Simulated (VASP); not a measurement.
# NaHf (Amm2) in VASP: relaxation of cell and atoms with PBE

Aim: the relaxation of cell and atoms of NaHf with PBE.

Everything below comes from runs of VASP 6.6.1. Logs are shortened: lines on timing, memory, paths and dates and some standing lists are left out, and cuts for length are marked.

### Step 1. The cell of the first run

The structure is orthorhombic, space group Amm2 (No. 38). Conventional cell: a = 6.187 Å, b = 3.027 Å, c = 5.318 Å, α = 90.00°, β = 90.00°, γ = 90.00°. Within 4.0 Å of Na (site symmetry mm2) lie 6 Na at 3.03 to 3.06 Å and 6 Hf at 3.54 to 3.57 Å. Within 4.0 Å of Hf (site symmetry mm2) lie 6 Hf at 3.03 to 3.06 Å and 6 Na at 3.54 to 3.57 Å.

### Step 2. Relaxation of cell and atoms, PBE

File INCAR:

```
SYSTEM = NaHf
  PREC = Accurate
  ENCUT = 600
  EDIFF = 1E-7
  ISMEAR = 0
  SIGMA = 0.1
  LREAL = .FALSE.
  LASPH = .TRUE.
  NELM = 60
  ALGO = Fast
  ISIF = 3
  LWAVE = .FALSE.
  LCHARG = .FALSE.
  GGA = PE
  IBRION = 2
  NSW = 100
  EDIFFG = -0.01
```

File KPOINTS:

```
Automatic mesh
0
G
  10 20 20
  0 0 0
```

File POSCAR:

```
NaHf
1.0
    6.1873788125      0.0000000000      0.0000000000
    0.0000000000      1.5134957465      2.6587675815
    0.0000000000     -1.5134957465      2.6587675815
Na Hf
1 1
Direct
    0.5000000000      0.0334602897      0.0334602897
    0.0000000000      0.7088792614      0.7088792614
```

Potentials or basis: VASP PAW PBE potentials, release 64 (Na_pv, Hf_pv).

Launch:

```sh
$ cat potpaw_PBE.64/Na_pv/POTCAR potpaw_PBE.64/Hf_pv/POTCAR > POTCAR
$ mpirun -np 1 vasp_std > vasp.out
```

OUTCAR:

```text
SYSTEM = NaHf
   PREC = Accurate
   ENCUT = 600
   EDIFF = 1E-7
   ISMEAR = 0
   LREAL = .FALSE.
   LASPH = .TRUE.
   NELM = 60
   ISIF = 3
   GGA = PE
   IBRION = 2
   NSW = 100
   EDIFFG = -0.01

 ion  position               nearest neighbor table
   1  0.500  0.033  0.033-
   2  0.000  0.709  0.709-

  LATTYP: Found a base centered orthorhombic cell.
 ALAT       =     3.0269914930
 B/A-ratio  =     1.7567063453
 C/A-ratio  =     2.0440687814

  Lattice vectors:

 A1 = (   0.0000000000,   1.5134957465,  -2.6587675815)
 A2 = (   0.0000000000,   1.5134957465,   2.6587675815)
 A3 = (   6.1873788125,   0.0000000000,   0.0000000000)

Analysis of symmetry for initial positions (statically):
=====================================================================
 Subroutine PRICEL returns:
 Original cell was already a primitive cell.

 Routine SETGRP: Setting up the symmetry group for a
 base centered orthorhombic supercell.

 Subroutine GETGRP returns: Found  4 space group operations
 (whereof  4 operations were pure point group operations)
 out of a pool of  8 trial point group operations.

The static configuration has the point symmetry C_2v.

Analysis of symmetry for dynamics (positions and initial velocities):
=====================================================================
 Subroutine PRICEL returns:
 Original cell was already a primitive cell.

 Routine SETGRP: Setting up the symmetry group for a
 base centered orthorhombic supercell.

 Subroutine GETGRP returns: Found  4 space group operations
 (whereof  4 operations were pure point group operations)
 out of a pool of  8 trial point group operations.

The dynamic configuration has the point symmetry C_2v.

 Subroutine INISYM returns: Found  4 space group operations
 (whereof  4 operations are pure point group operations),
 and found     1 'primitive' translations

----------------------------------------------------------------------------------------

                                     Primitive cell

  volume of cell :      49.7964

  direct lattice vectors                    reciprocal lattice vectors
     6.187378813  0.000000000  0.000000000     0.161619327  0.000000000  0.000000000
     0.000000000  1.513495747  2.658767581     0.000000000  0.330361021  0.188057055
     0.000000000 -1.513495747  2.658767581     0.000000000 -0.330361021  0.188057055

  length of vectors
     6.187378813  3.059365037  3.059365037     0.161619327  0.380136633  0.380136633

  position of ions in fractional coordinates (direct lattice)
     0.500000000  0.033460290  0.033460290
     0.000000000  0.708879261  0.708879261

  ion indices of the primitive-cell ions
   primitive index   ion index
                 1           1
                 2           2

----------------------------------------------------------------------------------------

 KPOINTS: Automatic mesh

Automatic generation of k-mesh.
 Grid dimensions read from file:
 generate k-points for:   10   20   20

 Generating k-lattice:

  Cartesian coordinates                     Fractional coordinates (reciprocal lattice)
     0.016161933  0.000000000  0.000000000     0.100000000  0.000000000  0.000000000
     0.000000000  0.016518051  0.009402853     0.000000000  0.050000000  0.000000000
     0.000000000 -0.016518051  0.009402853     0.000000000  0.000000000  0.050000000

  Length of vectors
     0.016161933  0.019006832  0.019006832

  Shift w.r.t. Gamma in fractional coordinates (k-lattice)
     0.000000000  0.000000000  0.000000000

 Subroutine IBZKPT returns following result:
 ===========================================

 Found    666 irreducible k-points:

 Following reciprocal coordinates:
            Coordinates               Weight
  0.000000  0.000000  0.000000      1.000000
  0.100000  0.000000  0.000000      2.000000
  0.200000  0.000000  0.000000      2.000000
  0.300000  0.000000  0.000000      2.000000
  0.400000  0.000000  0.000000      2.000000
  0.500000  0.000000  0.000000      1.000000
[... 16 lines left out ...]
  0.400000  0.150000 -0.000000      8.000000
  0.500000  0.150000 -0.000000      4.000000
 [... further k-points ...]
   k-points           NKPTS =    666   k-points in BZ     NKDIM =    666   number of bands    NBANDS=     12
   number of dos      NEDOS =    301   number of ions     NIONS =      2
   total plane-waves  NPLWV =  28800
   dimension x,y,z NGX =    50 NGY =   24 NGZ =   24
   dimension x,y,z NGXF=   100 NGYF=   48 NGZF=   48
   ions per type =               1   1
   NGX,Y,Z   is equivalent  to a cutoff of  13.43, 13.04, 13.04 a.u.
   NGXF,Y,Z  is equivalent  to a cutoff of  26.87, 26.08, 26.08 a.u.
 SYSTEM =  NaHf
   PREC   = accura    normal or accurate (medium, high low for compatibility)
   ISTART =      0    job   : 0-new  1-cont  2-samecut
   ICHARG =      2    charge: 1-file 2-atom 10-const
   ISPIN  =      1    spin polarized calculation?
   LNONCOLLINEAR =      F non collinear calculations
   LSORBIT =      F    spin-orbit coupling
   LASPH  =      T    aspherical Exc in radial PAW
   ENCUT  =  600.0 eV  44.10 Ry    6.64 a.u.  12.36  6.11  6.11*2*pi/ulx,y,z
   NELM   =     60;   NELMIN=  2; NELMDL= -5     # of ELM steps
   EDIFF  = 0.1E-06   stopping-criterion for ELM
   LREAL  =      F    real-space projection
   EDIFFG = -.1E-01   stopping-criterion for IOM
   NSW    =    100    number of steps for IOM
   IBRION =      2    ionic relax: 0-MD 1-quasi-New 2-CG
   NFREE  =      1    steps in history (QN), initial steepest desc. (CG)
   ISIF   =      3    stress and relaxation
   ISYM   =      2    0-nonsym 1-usesym 2-fastsym
   POTIM  = 0.5000    time-step for ionic-motion
   TEBEG  =    0.0;   TEEND  =   0.0 temperature during run
   PSTRESS=    0.0 pullay stress
   NELECT =      17.0000    total number of electrons
   NUPDOWN=      -1.0000    fix difference up-down
   EMIN   =  10.00;   EMAX   =-10.00  energy-range for DOS
   EFERMI =   0.00;   METHOD = LEGACY
   ISMEAR =     0;   SIGMA  =   0.10  broadening in eV -4-tet -1-fermi 0-gaus
   EFERMI_NEDOS =   21; number of points for ismear=-14 and -15
   IALGO  =     68    algorithm
   IMIX   =      4    mixing-type and parameters
     AMIX     =   0.40;   BMIX     =  1.00
     AMIX_MAG =   1.60;   BMIX_MAG =  1.00
  volume/ion in A,a.u.               =      24.90       168.02
  Fermi-wavevector in a.u.,A,eV,Ry     =   1.144173  2.162174 17.811822  1.309132
  Thomas-Fermi vector in A             =   2.280866
   LORBIT       =      0    0 simple, 1 ext, 2 COOP (PROOUT), +10 PAW based schemes
   GGA     = PE    functional components
   LHFCALC =     F    Hartree Fock is set to
   AEXX    =    0.0000 exact exchange contribution
   IVDW    =     0    specifies the selected vdW correction
   LEPSILON=     F    determine dielectric tensor
   LRPA    =     F    only Hartree local field effects (RPA)
 conjugate gradient relaxation of ions
 non-spin polarized calculation
 RMM-DIIS sequential band-by-band and
 Gauss-broadening in eV      SIGMA  =   0.10
  energy-cutoff  :      600.00
  volume of cell :       49.80
 maximum number of plane-waves:      1686
 NGX is ok and might be reduce to    50
   NGX = 25   NGY = 13   NGZ = 13

--------------------------------------- Ionic step        1  -------------------------------------------

 number of electron      17.0000002 magnetization

 Free energy of the ion-electron system (eV)
  ---------------------------------------------------
  ext. energy  EPLUGINS =         0.00000000
  ---------------------------------------------------
  free energy    TOTEN  =       -10.16272470 eV

  energy without entropy =      -10.15025111  energy(sigma->0) =      -10.15648791

------------------------ aborting loop because EDIFF is reached ----------------------------------------

  FORCE on cell =-STRESS in cart. coord.  units (eV):
  Direction    XX          YY          ZZ          XY          YZ          ZX
  --------------------------------------------------------------------------------------
  -------------------------------------------------------------------------------------
  Total        0.0175845     -0.1089962     -0.2097295      0.0000000      0.0000000      0.0000000
  in kB        0.5657730     -3.5069027     -6.7479506      0.0000000      0.0000000      0.0000000
  external PRESSURE =      -3.2296934 kB  Pullay stress =       0.0000000 kB

 VOLUME and BASIS-vectors are now :
 -----------------------------------------------------------------------------
  energy-cutoff  :      600.00
  volume of cell :       49.80
      direct lattice vectors                 reciprocal lattice vectors
     6.187378813  0.000000000  0.000000000     0.161619327  0.000000000  0.000000000
     0.000000000  1.513495747  2.658767581     0.000000000  0.330361021  0.188057055
     0.000000000 -1.513495747  2.658767581     0.000000000 -0.330361021  0.188057055
[... 145 lines left out ...]
 POSITION                                       TOTAL-FORCE (eV/Angst)
 -----------------------------------------------------------------------------------
      3.10188      0.00000      0.17705         0.000000      0.000000      0.005506
      0.00000      0.00000      3.73935         0.000000      0.000000     -0.005506
 -----------------------------------------------------------------------------------
    total drift:                                0.000000      0.000000     -0.000113

  FREE ENERGIE OF THE ION-ELECTRON SYSTEM (eV)
  ---------------------------------------------------
  free  energy   TOTEN  =       -10.1635251306 eV

  energy  without entropy=      -10.1512362030  energy(sigma->0) =      -10.15738067

--------------------------------------- Ionic step        6  -------------------------------------------

 number of electron      17.0000000 magnetization

 Free energy of the ion-electron system (eV)
  ---------------------------------------------------
  ext. energy  EPLUGINS =         0.00000000
  ---------------------------------------------------
  free energy    TOTEN  =       -10.16356247 eV

  energy without entropy =      -10.15124647  energy(sigma->0) =      -10.15740447

 E-fermi :   2.5560     XC(G=0):  -9.2503

 val. band max:        2.5523509935   @ k =   0.5000   0.3000  -0.0000
 cond. band min:       2.5564294737   @ k =   0.5000  -0.3500   0.3500
 fundamental gap:      0.0040784802
 Fermi energy:         2.5560113980

 k-point     1 :       0.0000    0.0000    0.0000
  band No.  band energies     occupation
      1     -28.1189      2.00000
      2     -27.5161      2.00000
      3     -27.5072      2.00000
      4     -21.6238      2.00000
      5     -21.6209      2.00000
      6     -21.5997      2.00000
      7      -3.1606      2.00000
      8       0.3943      2.00000
      9       2.1183      2.00000
     10       4.4030      0.00000
     11       4.5036      0.00000
     12       5.8129      0.00000

 k-point     2 :       0.1000    0.0000    0.0000
  band No.  band energies     occupation
      1     -28.1189      2.00000
      2     -27.5161      2.00000
      3     -27.5072      2.00000
      4     -21.6238      2.00000
      5     -21.6209      2.00000
      6     -21.5998      2.00000
      7      -3.1363      2.00000
      8       0.3286      2.00000
      9       2.1050      2.00000
     10       4.4030      0.00000
     11       4.5035      0.00000
     12       5.9310      0.00000
[... 316 lines left out ...]
 k-point    24 :       0.5000    0.1500   -0.0000
  band No.  band energies     occupation
      1     -28.0915      2.00000
      2     -27.7021      2.00000
      3     -27.5578      2.00000
      4     -21.6637      2.00000
      5     -21.6323      2.00000
      6     -21.5941      2.00000
      7      -2.0848      2.00000
      8       0.0615      2.00000
      9       2.4423      1.89234
     10       3.7308      0.00000
     11       5.1683      0.00000
     12       5.5086      0.00000

 [... further k-points ...]
[... 5 lines left out ...]
  --------------------------------------------------------------------------------------
  -------------------------------------------------------------------------------------
  Total       -0.0141669      0.0006680     -0.0048299      0.0000000      0.0000000      0.0000000
  in kB       -0.4582856      0.0216096     -0.1562436      0.0000000      0.0000000      0.0000000
  external PRESSURE =      -0.1976399 kB  Pullay stress =       0.0000000 kB

 VOLUME and BASIS-vectors are now :
 -----------------------------------------------------------------------------
  energy-cutoff  :      600.00
  volume of cell :       49.53
      direct lattice vectors                 reciprocal lattice vectors
     6.199946151  0.000000000  0.000000000     0.161291723  0.000000000  0.000000000
     0.000000000  1.514833405  2.636740085     0.000000000  0.330069299  0.189628095
     0.000000000 -1.514833405  2.636740085     0.000000000 -0.330069299  0.189628095

 POSITION                                       TOTAL-FORCE (eV/Angst)
 -----------------------------------------------------------------------------------
      3.09997      0.00000      0.17738         0.000000      0.000000      0.005719
      0.00000      0.00000      3.73733         0.000000      0.000000     -0.005719
 -----------------------------------------------------------------------------------
    total drift:                                0.000000      0.000000     -0.000149

  FREE ENERGIE OF THE ION-ELECTRON SYSTEM (eV)
  ---------------------------------------------------
  free  energy   TOTEN  =       -10.1635624707 eV

  energy  without entropy=      -10.1512464710  energy(sigma->0) =      -10.15740447

 reached required accuracy - stopping structural energy minimisation
```

It took 35 min on 1 thread of Intel Xeon 8259CL, shared host; peak memory 0.65 GiB.

Results:

| Quantity | Value |
| --- | --- |
| Free energy | -10.1636 eV |
| Relaxed volume | 24.76 Å³/atom |
| Relaxed cell | a = 6.200 Å, b = 3.041 Å, c = 3.041 Å, α = 59.76°, β = 90.00°, γ = 90.00° |
| Space group after relaxing (to 0.1 Å) | P-6m2 (No. 187) |
| Energy gained by relaxing | 0.4 meV/atom |
| Ionic steps | 6 |
| Pressure after relaxing | 0.0 GPa |
| Largest force after relaxing | 0.006 eV/Å |
| Band gap on the k mesh | zero (an odd number of electrons rules out a gap without spin polarisation) |

Forces in eV/Å, atoms in the order of the input:
```
Na   0.000  0.000  0.006
Hf   0.000  0.000 -0.006
```

The path:
```tsv
step	energy change (eV)	largest force (eV/Å)	pressure (GPa)	volume (Å³)
1	0.0000	0.0019	-0.32	49.80
2	-0.0007	0.0030	0.05	49.44
3	-0.0007	0.0030	0.07	49.42
4	-0.0008	0.0040	0.04	49.47
5	-0.0008	0.0055	-0.02	49.54
6	-0.0008	0.0057	-0.02	49.53
```

Final structure:
```cif
data_structure
_symmetry_space_group_name_H-M 'P 1'
_symmetry_Int_Tables_number 1
_cell_length_a 6.1999
_cell_length_b 3.0409
_cell_length_c 3.0409
_cell_angle_alpha 59.756
_cell_angle_beta 90.000
_cell_angle_gamma 90.000
_cell_volume 49.53
loop_
_atom_site_label
_atom_site_type_symbol
_atom_site_fract_x
_atom_site_fract_y
_atom_site_fract_z
_atom_site_occupancy
Na1 Na 0.50000 0.03364 0.03364 1
Hf1 Hf 0.00000 0.70870 0.70870 1
```

Levels at points of the mesh, in eV from the Fermi level:
| k point | band 5 | band 6 | band 7 | band 8 | band 9 | band 10 | band 11 | band 12 |
| --- | --- | --- | --- | --- | --- | --- | --- | --- |
| (0.00, 0.00, 0.00) | -24.18 | -24.16 | -5.72 | -2.16 | -0.44 | 1.85 | 1.95 | 3.26 |
| (0.50, 0.00, 0.00) | -24.18 | -24.16 | -5.42 | -2.86 | -0.53 | 1.85 | 1.95 | 4.56 |
| (0.00, 0.50, 0.00) | -24.22 | -24.12 | -2.45 | -0.91 | 0.75 | 1.29 | 3.72 | 4.56 |
| (0.50, 0.50, 0.00) | -24.22 | -24.12 | -2.41 | -1.14 | 1.53 | 1.91 | 2.22 | 3.71 |
| (0.00, 0.50, 0.50) | -24.22 | -24.12 | -2.46 | -0.92 | 0.71 | 1.26 | 3.77 | 4.50 |
| (0.50, 0.50, 0.50) | -24.22 | -24.12 | -2.42 | -1.15 | 1.49 | 1.87 | 2.14 | 3.77 |

Caveat: spin-orbit coupling is left out, which moves the levels of the heavy elements.
